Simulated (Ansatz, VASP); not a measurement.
# Two plane-wave programs on AlN

File INCAR:

```
SYSTEM = AlN
ALGO     = Normal         ! electronic algorithm
EDIFF    = 1E-6           ! SCF threshold, eV
ENCUT    = 520            ! plane-wave cutoff, eV
GGA      = PS             ! functional
ISIF     = 2              ! what is computed and relaxed
ISMEAR   = 0              ! smearing method
LASPH    = .True.         ! aspherical terms in the spheres
LCHARG   = .True.         ! write CHGCAR
LELF     = .True.         ! ELF
LREAL    = .False.        ! projectors in reciprocal space
LVHAR    = .True.       
LWAVE    = .False.        ! write WAVECAR
NBANDS   = 16             ! bands
NELM     = 60             ! most SCF steps
PREC     = Accurate       ! precision mode
SIGMA    = 0.05           ! smearing width, eV
```

KPOINTS

```
k-points
0
Gamma
  9 9 6
  0 0 0
```

Contents of POSCAR:

```
AlN
1.0
    3.3014407767      0.0000000000      0.0000000000
   -1.6507203884      2.8591315817      0.0000000000
    0.0000000000      0.0000000000      4.0986000000
Al N
2 2
Direct
    0.3333333333      0.6666666667      0.7500000000
    0.6666666667      0.3333333333      0.2500000000
    0.3333333333      0.6666666667      0.2500000000
    0.6666666667      0.3333333333      0.7500000000
```

Input for Ansatz:

```yaml
crystal:
  lattice:
    - [3.3014407767, 0.0, 0.0]
    - [-1.6507203884, 2.8591315817, 0.0]
    - [0.0, 0.0, 4.0986]
  atoms:
    - { symbol: Al, position: [0.3333333333, 0.6666666667, 0.75] }
    - { symbol: Al, position: [0.6666666667, 0.3333333333, 0.25] }
    - { symbol: "N", position: [0.3333333333, 0.6666666667, 0.25] }
    - { symbol: "N", position: [0.6666666667, 0.3333333333, 0.75] }
basis:
  ecutwfc: 520.0
kpoints:
  mp_grid: { grid: [9, 9, 6] }
hamiltonian:
  xc: pbesol
  pseudopotentials: { kind: paw, azcp: { folder: soft_1 } }
scf:
  occupations: { method: gaussian, width: 0.05 }
output:
  forces: true
  stress: true
  eigenvalues: true
```

Alike in both runs: task single point; functional PBEsol; k mesh 9 × 9 × 6; occupations gaussian, width 0.05 eV; no spin polarisation.

|  | VASP | Ansatz |
| --- | --- | --- |
| version | VASP 6.6.1 | Ansatz 0.2.0 |
| potentials or method | VASP PAW PBE potentials, release 64 (Al, N), cutoff 520 eV | scalar-relativistic, plane waves, PAW |
| valence electrons in the cell | 16 | 16 |

Ansatz gave:

```
gap on the k mesh at the Fermi level (eV)                     : 3.43
least direct gap on the mesh (eV)                             : 3.43
pressure (GPa)                                                : 2.0
traceless stress, the component that is largest in VASP (GPa) : 1.24
```

Problem. Estimate VASP's values.

Solution. gap on the k mesh at the Fermi level (eV): 3.44; least direct gap on the mesh (eV): 3.44; pressure (GPa): 2.0; traceless stress, the component that is largest in VASP (GPa): 1.25.

VASP's potentials were made for PBE, not for PBEsol, and Ansatz warns of the same on its side. The functional is the same, so the differences come from potentials, cutoffs and numerics.
